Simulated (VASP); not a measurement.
A run of VASP 6.6.1:

Contents of INCAR:

```
SYSTEM = Ga
PREC     = Accurate       ! precision mode
ENCUT    = 500            ! plane-wave cutoff, eV
EDIFF    = 1E-6           ! SCF threshold, eV
ISMEAR   = -1             ! smearing method
SIGMA    = 0.1            ! smearing width, eV
LREAL    = .False.        ! projectors in reciprocal space
LASPH    = .True.         ! aspherical terms in the spheres
NELM     = 120            ! most SCF steps
ALGO     = Normal         ! electronic algorithm
ISIF     = 2              ! what is computed and relaxed
LWAVE    = .False.        ! write WAVECAR
LCHARG   = .False.        ! write CHGCAR
GGA      = PE             ! functional
NBANDS   = 20             ! bands
GGA_COMPAT= .False.
```

The input KPOINTS:

```
regular mesh
0
Gamma
  13 13 11
  0 0 0
```

File POSCAR:

```
Ga
1.0
    1.3387214345     -3.9533131233     -0.0166974835
    1.3387214345      3.9533131233     -0.0166974835
   -0.1538931913      0.0000000000      3.1953892093
Ga
2
Direct
    0.8668376019      0.1331623981      0.2500000000
    0.1331623981      0.8668376019      0.7500000000
```

Potentials or basis: VASP PAW PBE potentials, release 64 (Ga_d).

Command:

```bash
$ cat potpaw_PBE.64/Ga_d/POTCAR > POTCAR
$ mpirun -np 1 vasp_std > vasp.out
```

Hardware: 1 thread of Intel(R) Xeon(R) Platinum 8259CL CPU @ 2.50GHz (Skylake/Cascade Lake) (shared host).

Q: Estimate the wall time of this run.

A: Run time: 3.2 min on 1 thread of Intel(R) Xeon(R) Platinum 8259CL CPU @ 2.50GHz (Skylake/Cascade Lake) (shared host), peak memory 0.36 GiB. Counts: scf iterations 10, k points 504.
